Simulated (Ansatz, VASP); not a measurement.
# One calculation of N, two programs

```xyz
16
Lattice="7.4746 0.0000 0.0000 0.0000 7.4746 0.0000 0.0000 0.0000 7.4746" Properties=species:S:1:pos:R:3 pbc="T T T"
N     1.3996    1.9949    5.9440
N     1.4275    1.3648    6.8484
N     3.4721    2.4792    3.0727
N     2.9161    1.6151    2.6726
N     5.9464    4.5007    5.8499
N     5.7754    5.1813    5.0006
N     3.3429    5.7711    0.9622
N     2.9509    4.8252    0.5516
N     1.7813    5.4053    4.6283
N     2.5649    6.1771    4.5496
N    -0.2836    7.1968    2.3788
N    -0.5878    6.6406    1.4774
N     4.8736    1.0247    6.5698
N     5.4448    1.0661    5.6282
N     7.0368    3.4068    2.4066
N     6.7058    2.9241    1.4716
```

Alike in both runs: functional PBE; k mesh 1 × 1 × 1; occupations fermi-dirac, width 0.05 eV; no spin polarisation.

Ansatz relaxed the structure, and its values are those at the end. VASP's run is a single point on that final structure, the one shown.

|  | VASP | Ansatz |
| --- | --- | --- |
| version | VASP 6.6.1 | Ansatz 0.2.0 |
| potentials or method | VASP PAW PBE potentials, release 64 (N_h), cutoff 1000 eV | scalar-relativistic, plane waves, PAW |
| valence electrons in the cell | 80 | 80 |

Ansatz gave:

```
rms of the force components (eV/Å) : 0.060
```

Q: Which values does VASP return?

A: rms of the force components (eV/Å): 0.039.
